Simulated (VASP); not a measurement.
Here is a VASP 6.6.1 calculation.

The input INCAR:

```
SYSTEM = ZnO
ALGO     = Normal         ! electronic algorithm
EDIFF    = 1E-7           ! SCF threshold, eV
ENCUT    = 520            ! plane-wave cutoff, eV
ISIF     = 2              ! what is computed and relaxed
ISMEAR   = 0              ! smearing method
LASPH    = .TRUE.         ! aspherical terms in the spheres
LCHARG   = .TRUE.         ! write CHGCAR
LELF     = .TRUE.         ! ELF
LREAL    = .FALSE.        ! projectors in reciprocal space
LVHAR    = .TRUE.       
LWAVE    = .FALSE.        ! write WAVECAR
NBANDS   = 26             ! bands
NELM     = 60             ! most SCF steps
PREC     = Accurate       ! precision mode
SIGMA    = 0.05           ! smearing width, eV
```

KPOINTS

```
k-points
0
G
  12 12 6
  0 0 0
```

POSCAR

```
ZnO
1.0
    3.2770068899      0.0000000000      0.0000000000
   -1.6385034449      2.8379712150      0.0000000000
    0.0000000000      0.0000000000      4.8745477487
Zn O
2 2
Direct
    0.3333333333      0.6666666667      0.0018514197
    0.6666666667      0.3333333333      0.5018514197
    0.3333333333      0.6666666667      0.3576412361
    0.6666666667      0.3333333333      0.8576412361
```

Potentials or basis: VASP PAW LDA potentials, release 64 (Zn, O).

Run with:

```bash
$ cat potpaw_LDA.64/Zn/POTCAR potpaw_LDA.64/O/POTCAR > POTCAR
$ mpirun -np 1 vasp_std > vasp.out
```

Question: What does it give for the band gap on the k mesh?

Answer: 0.80 eV, direct.

Question: What does it give for the largest force?

Answer: 3.306 eV/Å.

Question: Estimate the pressure.

Answer: 9.1 GPa.

Stress tensor (GPa, compression positive):
```
-7.74  0.00  0.00
 0.00 -7.74  0.00
 0.00  0.00 42.81
```

Caveat: forces of over 1 eV/Å act on the atoms, so gaps and moduli don't describe the material at rest.
